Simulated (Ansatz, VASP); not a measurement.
**Two plane-wave programs on Al2Cu**

```
Al Cu
1.0
    -2.02463    2.02463    2.86301
     2.02463   -2.02463    2.86301
     2.02463    2.02463   -2.86301
Al Cu
2 1
Direct
  0.75000 0.25000 0.50000
  0.25000 0.75000 0.50000
  0.47353 0.49118 0.98236
```

Change from the starting cell: all Cu atoms moved +0.087 Å, as atom 3 towards its neighbour atom 1 (Al) at 2.480 Å.

Alike in both runs: task single point; functional PBEsol; k mesh 16 × 16 × 16; occupations gaussian, width 0.15 eV; no spin polarisation.

|  | VASP | Ansatz |
| --- | --- | --- |
| version | VASP 6.6.1 | Ansatz 0.2.0 |
| potentials or method | VASP PAW PBE potentials, release 64 (Al, Cu), cutoff 520 eV | scalar-relativistic, plane waves, PAW |
| valence electrons in the cell | 17 | 25 |

VASP gave:

| Item | Value |
| --- | --- |
| gap on the k mesh at the Fermi level (eV) | none |
| pressure (GPa) | 0.7 |
| traceless stress, the component that is largest in VASP (GPa) | 0.29 |
| rms of the force components (eV/Å) | 0.276 |

What did Ansatz give for the same quantities?

gap on the k mesh at the Fermi level (eV): none; pressure (GPa): 0.3; traceless stress, the component that is largest in VASP (GPa): 0.29; rms of the force components (eV/Å): 0.276.

VASP's potentials were made for PBE, not for PBEsol. Atom by atom the forces differ by 0.000 eV/Å (rms over components). A gap of «none» marks a metal or a gap that the smearing closes. The functional is the same, so the differences come from potentials, cutoffs and numerics. VASP's potentials hold 17 valence electrons a cell and Ansatz's 25, so a difference there can come from the potentials and not from the codes.
